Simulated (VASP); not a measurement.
Wanted: the native input for a VASP 6.6.1 run.

- Task: single point
- Functional: LDA
- Potentials or basis: VASP PAW LDA potentials, release 64 (Cl, Bi_d, Ag, S)
- Cutoff: 520 eV
- k mesh: 5 × 5 × 2, shifted
- Occupations: fermi-dirac, width 0.15 eV
- Spin: no spin polarisation
- Dipole correction: no
- Further INCAR settings: ALGO = Normal; EDIFF = 1e-07; NBANDS = 57; ISYM = 0

The structure of AgBiSCl2 lies in POSCAR:

```
AgBiSCl2
1.0
    3.9309510000      0.0000000000      0.0000000000
    1.9654750000     -6.7868540000      0.0000000000
    0.0000000000      0.0000000000     -8.7350060000
Cl Bi Ag S
4 2 2 2
Direct
    0.3437800000      0.3124400000      0.4378500000
    0.6562200000      0.6875600000      0.9378500000
    0.6562200000      0.6875600000      0.5621500000
    0.3437800000      0.3124400000      0.0621500000
    0.2915200000      0.4169600000      0.7500000000
    0.7084800000      0.5830400000      0.2500000000
    0.0000000000      0.0000000000      0.5000000000
    0.0000000000      0.0000000000      0.0000000000
    0.9190300000      0.1619400000      0.7500000000
    0.0809700000      0.8380600000      0.2500000000
```

The input as run:

INCAR

```
PREC = Accurate
ENCUT = 520
EDIFF = 1E-7
ISMEAR = -1
SIGMA = 0.15
LREAL = F
LASPH = T
NELM = 60
ALGO = Normal
ISIF = 2
LWAVE = F
LCHARG = F
NBANDS = 57
ISYM = 0
```

KPOINTS

```
Automatic mesh
0
Gamma
  5 5 2
  0.5 0.5 0.5
```

Potentials or basis: VASP PAW LDA potentials, release 64 (Cl, Bi_d, Ag, S).

Launch:

```console
$ cat potpaw_LDA.64/Cl/POTCAR potpaw_LDA.64/Bi_d/POTCAR potpaw_LDA.64/Ag/POTCAR potpaw_LDA.64/S/POTCAR > POTCAR
$ mpirun -np 1 vasp_std > vasp.out
```

Results of the run:

- Pressure: -1.8 GPa
- Largest force: 0.618 eV/Å
- Band gap on the k mesh: 1.82 eV

Caveat: spin-orbit coupling is left out, which moves the levels of the heavy elements; a shifted mesh leaves out Γ, where band edges can lie.

Wall time 5.6 min on 1 thread of AMD EPYC 9R45 96-Core Processor (Zen 5), on a shared host, peak memory 0.61 GiB.
